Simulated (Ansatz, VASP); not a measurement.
## Si in VASP and in Ansatz

File POSCAR:

```
Si
1.0
    2.6290009028      0.0000000000      0.0000000000
   -1.3145004514      2.2767815684      0.0000000000
    0.0000000000      0.0000000000      2.3691091189
Si
1
Direct
    0.0000000000      0.0000000000      0.0000000000
```

INCAR.step1

```
SYSTEM = Si
PREC = Accurate
ENCUT = 520
ISMEAR = 0
SIGMA = 0.15
LREAL = .FALSE.
LASPH = .TRUE.
NELM = 60
NBANDS = 8
GGA = PE
ALGO = Normal
EDIFF = 1E-4
LWAVE = .TRUE.
LCHARG = .FALSE.
```

INCAR.step2

```
SYSTEM = Si
PREC = Accurate
ENCUT = 520
EDIFF = 1E-6
ISMEAR = 0
SIGMA = 0.15
LREAL = .FALSE.
LASPH = .TRUE.
NELM = 60
ALGO = Normal
ISIF = 2
LWAVE = .FALSE.
LCHARG = .FALSE.
METAGGA = R2SCAN
LMIXTAU = .TRUE.
NBANDS = 8
ISTART = 1
```

File KPOINTS:

```
Automatic mesh
0
G
  24 24 24
  0 0 0
```

Input for Ansatz:

```yaml
crystal:
  lattice:
    - [2.6290009028, 0.0, 0.0]
    - [-1.3145004514, 2.2767815684, 0.0]
    - [0.0, 0.0, 2.3691091189]
  atoms:
    - { symbol: Si, position: [0.0, 0.0, 0.0] }
basis:
  ecutwfc: 500
kpoints:
  mp_grid: { grid: [24, 24, 24] }
hamiltonian:
  xc: r2scan
scf:
  occupations: { method: gaussian, width: 0.15 }
output:
  forces: true
  stress: true
  eigenvalues: true
```

Change from the starting cell: strain +0.000 along x and y, -0.050 along z, atoms carried along.

Alike in both runs: task single point; functional r2SCAN; k mesh 24 × 24 × 24; occupations gaussian, width 0.15 eV; no spin polarisation.

```csv
,VASP,Ansatz
version,VASP 6.6.1,Ansatz 0.2.0
potentials or method,"VASP PAW PBE potentials, release 64 (Si), cutoff 520 eV","scalar-relativistic, plane waves, PAW"
valence electrons in the cell,4,4
```

|  | VASP | Ansatz | Ansatz less VASP |
| --- | --- | --- | --- |
| gap on the k mesh at the Fermi level (eV) | none | none | - |
| pressure (GPa) | 7.4 | 7.6 | +0.11 |
| traceless stress, the component that is largest in VASP (GPa) | 8.19 | 8.33 | +0.135 |

VASP's potentials were made for PBE, not for r2SCAN. A gap of «none» marks a metal or a gap that the smearing closes.
